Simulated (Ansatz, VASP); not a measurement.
# One calculation of Na, two programs

```
CELL_PARAMETERS angstrom
-2.09856 2.09856 2.09856
2.09856 -2.09856 2.09856
2.09856 2.09856 -2.09856
ATOMIC_POSITIONS crystal
Na 0.00000 0.00000 0.00000
```

Alike in both runs: task single point; functional PBE; k mesh 11 × 11 × 11; occupations methfessel-paxton of order 1, width 0.03 eV; no spin polarisation.

|  | VASP | Ansatz |
| --- | --- | --- |
| version | VASP 6.6.1 | Ansatz 0.2.0 |
| potentials or method | VASP PAW PBE potentials, release 64 (Na_pv), cutoff 520 eV | plane waves (420 eV) with PAW, scalar-relativistic |
| valence electrons in the cell | 7 | 9 |

```tsv
	VASP	Ansatz	Ansatz less VASP
pressure (GPa)	0.0	0.0	+0.02
```

VASP's potentials hold 7 valence electrons a cell and Ansatz's 9, so a difference there can come from the potentials and not from the codes.
